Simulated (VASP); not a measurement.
A run of VASP 6.6.1 is set up as follows.

File INCAR:

```
SYSTEM = Te2Mo
PREC = Accurate
ENCUT = 520
EDIFF = 1E-6
ISMEAR = 0
SIGMA = 0.05
LREAL = .False.
LASPH = .True.
NELM = 80
ALGO = Normal
ISIF = 2
LWAVE = .False.
LCHARG = .True.
LDIPOL = .True.
IDIPOL = 3
DIPOL = 0.5 0.5 0.399
GGA = PE
IVDW = 12
LELF = .True.
LVHAR = .True.
LVACPOTAV = .True.
NBANDS = 35
```

KPOINTS

```
regular mesh
0
Gamma
  9 9 1
  0 0 0
```

The input POSCAR:

```
Te2Mo
1.0
    3.5038817003      0.0000000000      0.0000000000
   -1.7519408501      3.0344505643      0.0000000000
    0.0000000000      0.0000000000     24.7677199090
Te Mo
4 2
Direct
    0.3333333333      0.6666666667      0.1816881011
    0.3333333333      0.6666666667      0.3284056823
    0.5000000000      1.3333333333      0.4689111471
    0.5000000000      1.3333333333      0.6156287282
    0.6666666667      0.3333333333      0.2550468917
    0.1666666667      1.6666666667      0.5422699377
```

Potentials or basis: VASP PAW PBE potentials, release 64 (Te, Mo_sv).

The run is started by

```console
$ cat potpaw_PBE.64/Te/POTCAR potpaw_PBE.64/Mo_sv/POTCAR > POTCAR
$ mpirun -np 1 vasp_std > vasp.out
```

(1) What does it give for the band gap on the k mesh?

(2) Estimate the largest force.

Results:

(1) 1.06 eV, indirect (least direct gap 1.14 eV).

(2) 0.080 eV/Å.

Caveat: spin-orbit coupling is left out, which moves the levels of the heavy elements.
